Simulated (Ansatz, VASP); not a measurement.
**ZnO: VASP beside Ansatz**

Contents of INCAR:

```
SYSTEM = ZnO
  ALGO = Normal
  EDIFF = 1E-6
  EDIFFG = -0.01
  ENCUT = 600
  GGA = PE
  IBRION = 2
  ISIF = 3
  ISMEAR = 0
  LASPH = .TRUE.
  LCHARG = .FALSE.
  LREAL = .FALSE.
  LWAVE = .FALSE.
  NELM = 100
  NSW = 100
  PREC = Accurate
  SIGMA = 0.02
```

File KPOINTS:

```
k-points
0
G
  16 16 16
  0 0 0
```

The input POSCAR:

```
ZnO
1.0
   -1.6525088416      1.6525088416      5.6647702538
    1.6525088416     -1.6525088416      5.6647702538
    1.6525088416      1.6525088416     -5.6647702538
Zn O
2 2
Direct
    0.5838078526      0.5838078526      0.0000000000
    0.3338078526      0.8338078526      0.5000000000
    0.4161921474      0.4161921474      0.0000000000
    0.1661921474      0.6661921474      0.5000000000
```

Input for Ansatz:

```yaml
crystal:
  lattice:
    - [-1.6525088416, 1.6525088416, 5.6647702538]
    - [1.6525088416, -1.6525088416, 5.6647702538]
    - [1.6525088416, 1.6525088416, -5.6647702538]
  atoms:
    - { symbol: Zn, position: [0.5838078526, 0.5838078526, 0.0] }
    - { symbol: Zn, position: [0.3338078526, 0.8338078526, 0.5] }
    - { symbol: O, position: [0.4161921474, 0.4161921474, 0.0] }
    - { symbol: O, position: [0.1661921474, 0.6661921474, 0.5] }
basis:
  ecutwfc: 420
kpoints:
  mp_grid: { grid: [16, 16, 16] }
hamiltonian:
  xc: pbe
scf:
  occupations: { method: gaussian, width: 0.02 }
output:
  forces: true
  stress: true
  eigenvalues: true
relax:
  adjacent_minimum: "off"
  f_tol: 0.01
  max_steps: 80
  cell: { stress_tol: 0.05 }
```

Alike in both runs: task relaxation of cell and atoms; functional PBE; k mesh 16 × 16 × 16; occupations gaussian, width 0.02 eV; no spin polarisation.

```csv
,VASP,Ansatz
version,VASP 6.6.1,Ansatz 0.2.0
potentials or method,"VASP PAW PBE potentials, release 64 (Zn, O), cutoff 600 eV","scalar-relativistic, plane waves, PAW"
valence electrons in the cell,36,36
```

```csv
,VASP,Ansatz,Ansatz less VASP
"gap on the k mesh at the Fermi level, each at its own relaxed structure (eV)",0.59,0.59,+0.001
relaxed volume (Å³/atom),15.57,15.48,-0.096
relaxed cell length with the largest relative difference (Å),6.144,6.127,-0.0179
```
